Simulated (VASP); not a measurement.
# CdTe (Pm-3m) in VASP: a series of runs, part 2 of 2

VASP 6.6.1. The steps go on from the part before.

## 3. Single point, r2SCAN+rVV10

This run uses another cell than the first one, of 26.05 Å³/atom, 1.031 times its volume.

The input, POSCAR:

```
CdTe
1.0
    3.7348687466      0.0000000000      0.0000000000
    0.0000000000      3.7348687466      0.0000000000
    0.0000000000      0.0000000000      3.7348687466
Cd Te
1 1
Direct
    0.0000000000      0.0000000000      0.0000000000
    0.5000000000      0.5000000000      0.5000000000
```

The input, INCAR.step1:

```
SYSTEM = CdTe
  PREC = Accurate
  ENCUT = 550
  ISMEAR = -1
  SIGMA = 0.03
  LREAL = .False.
  LASPH = .True.
  NELM = 120
  NBANDS = 16
  GGA = PE
  ALGO = Normal
  EDIFF = 1E-5
  LWAVE = .True.
  LCHARG = .False.
  GGA_COMPAT = .False.
```

The input, INCAR.step2:

```
SYSTEM = CdTe
  PREC = Accurate
  ENCUT = 550
  EDIFF = 1E-6
  ISMEAR = -1
  SIGMA = 0.03
  LREAL = .False.
  LASPH = .True.
  NELM = 120
  ALGO = Normal
  ISIF = 2
  LWAVE = .False.
  LCHARG = .False.
  METAGGA = R2SCAN
  LMIXTAU = .True.
  LUSE_VDW = .True.
  IVDW_NL = 2
  BPARAM = 11.95
  CPARAM = 0.0093
  NBANDS = 16
  ISTART = 1
  GGA_COMPAT = .False.
```

The input, KPOINTS:

```
Automatic mesh
0
Gamma
  6 6 6
  0 0 0
```

Potentials or basis: VASP PAW PBE potentials, release 64 (Cd, Te).

On the command line:

```sh
cat potpaw_PBE.64/Cd/POTCAR potpaw_PBE.64/Te/POTCAR > POTCAR
cp INCAR.step1 INCAR
mpirun -np 1 vasp_std > vasp.out
cp INCAR.step2 INCAR
mpirun -np 1 vasp_std > vasp.out
```

OUTCAR:

```text
SYSTEM = CdTe
   PREC = Accurate
   ENCUT = 550
   EDIFF = 1E-6
   ISMEAR = -1
   LREAL = .False.
   LASPH = .True.
   NELM = 120
   ISIF = 2
   METAGGA = R2SCAN
   IVDW_NL = 2
   BPARAM = 11.95
   ISTART = 1

 ion  position               nearest neighbor table
   1  0.000  0.000  0.000-   2 3.23   2 3.23   2 3.23   2 3.23   2 3.23   2 3.23   2 3.23   2 3.23

   2  0.500  0.500  0.500-   1 3.23   1 3.23   1 3.23   1 3.23   1 3.23   1 3.23   1 3.23   1 3.23

  LATTYP: Found a simple cubic cell.
 ALAT       =     3.7348687466

  Lattice vectors:

 A1 = (   3.7348687466,   0.0000000000,   0.0000000000)
 A2 = (   0.0000000000,   3.7348687466,   0.0000000000)
 A3 = (   0.0000000000,   0.0000000000,   3.7348687466)

Analysis of symmetry for initial positions (statically):
=====================================================================
 Subroutine PRICEL returns:
 Original cell was already a primitive cell.

 Routine SETGRP: Setting up the symmetry group for a
 simple cubic supercell.

 Subroutine GETGRP returns: Found 48 space group operations
 (whereof 48 operations were pure point group operations)
[... 159 lines left out ...]
  energy without entropy =      -44.88971362  energy(sigma->0) =      -44.89318093

 E-fermi :   5.0741     XC(G=0): -10.8072

 val. band max:        5.0629510092   @ k =   0.5000   0.3333   0.3333
 cond. band min:       5.0842597808   @ k =   0.3333   0.1667   0.0000
 fundamental gap:      0.0213087716
 Fermi energy:         5.0741147619

 k-point     1 :       0.0000    0.0000    0.0000
  band No.  band energies     occupation
      1      -7.8508      2.00000
      2      -3.9808      2.00000
      3      -3.9808      2.00000
      4      -3.6994      2.00000
      5      -3.6994      2.00000
      6      -3.6994      2.00000
[... 357 lines left out ...]
      3      -4.1226      2.00000
      4      -4.1226      2.00000
      5      -3.5625      2.00000
      6      -3.5625      2.00000
[... 8 lines left out ...]
     15      22.8153      0.00000
     16      22.8214      0.00000

------------------------ aborting loop because EDIFF is reached ----------------------------------------

  FORCE on cell =-STRESS in cart. coord.  units (eV):
  Direction    XX          YY          ZZ          XY          YZ          ZX
  --------------------------------------------------------------------------------------
  -------------------------------------------------------------------------------------
  Total        0.1220719      0.1220719      0.1220719     -0.0000000     -0.0000000     -0.0000000
  in kB        3.7540508      3.7540508      3.7540508     -0.0000000     -0.0000000     -0.0000000
  external PRESSURE =       3.7540508 kB  Pullay stress =       0.0000000 kB

 VOLUME and BASIS-vectors are now :
 -----------------------------------------------------------------------------
  energy-cutoff  :      550.00
  volume of cell :       52.10
      direct lattice vectors                 reciprocal lattice vectors
     3.734868747  0.000000000  0.000000000     0.267747026  0.000000000  0.000000000
     0.000000000  3.734868747  0.000000000     0.000000000  0.267747026  0.000000000
     0.000000000  0.000000000  3.734868747     0.000000000  0.000000000  0.267747026

 POSITION                                       TOTAL-FORCE (eV/Angst)
 -----------------------------------------------------------------------------------
      0.00000      0.00000      0.00000         0.000000      0.000000      0.000000
      1.86743      1.86743      1.86743         0.000000      0.000000      0.000000
 -----------------------------------------------------------------------------------
    total drift:                               -0.000000     -0.000000     -0.000000

  FREE ENERGIE OF THE ION-ELECTRON SYSTEM (eV)
  ---------------------------------------------------
  free  energy   TOTEN  =       -44.8966482347 eV

  energy  without entropy=      -44.8897136168  energy(sigma->0) =      -44.89318093
```

OUTCAR.step1:

```text
SYSTEM = CdTe
   PREC = Accurate
   ENCUT = 550
   ISMEAR = -1
   LREAL = .False.
   LASPH = .True.
[... 595 lines left out ...]
      0.00000      0.00000      0.00000         0.000000      0.000000      0.000000
      1.86743      1.86743      1.86743         0.000000      0.000000      0.000000
 -----------------------------------------------------------------------------------
    total drift:                               -0.000000     -0.000000     -0.000000

  FREE ENERGIE OF THE ION-ELECTRON SYSTEM (eV)
  ---------------------------------------------------
  free  energy   TOTEN  =        -3.7681074417 eV

  energy  without entropy=       -3.7641588524  energy(sigma->0) =       -3.76613315
```

Wall time 56 s (1 thread of AMD EPYC 9R45 (Zen 5), shared host); peak memory 0.26 GiB.

What came out:

```
Free energy            : -44.8966 eV
Pressure               : 0.4 GPa
Band gap on the k mesh : zero (band 9 reaches 5.47 eV, above the bottom of band 10 at 4.30 eV)
```

Levels at points of the mesh, in eV from the Fermi level:
| k point | band 5 | band 6 | band 7 | band 8 | band 9 | band 10 | band 11 | band 12 | band 13 | band 14 |
| --- | --- | --- | --- | --- | --- | --- | --- | --- | --- | --- |
| (0.00, 0.00, 0.00) | -8.77 | -8.77 | -1.15 | -1.15 | -1.15 | -0.68 | 5.22 | 5.22 | 10.32 | 10.32 |
| (0.50, 0.00, 0.00) | -8.94 | -8.76 | -6.31 | 0.32 | 0.32 | 3.42 | 3.90 | 5.69 | 5.69 | 6.19 |
| (0.50, 0.50, 0.00) | -8.64 | -8.25 | -4.65 | -4.65 | -1.96 | 0.64 | 7.14 | 7.14 | 7.84 | 8.49 |
| (0.50, 0.50, 0.50) | -8.64 | -8.64 | -2.51 | -2.51 | -2.51 | 0.67 | 1.03 | 1.03 | 1.03 | 17.71 |

Caveat: the PAW data sets were made with another functional, which shifts forces and pressure a little; spin-orbit coupling is left out, which moves the levels of the heavy elements.
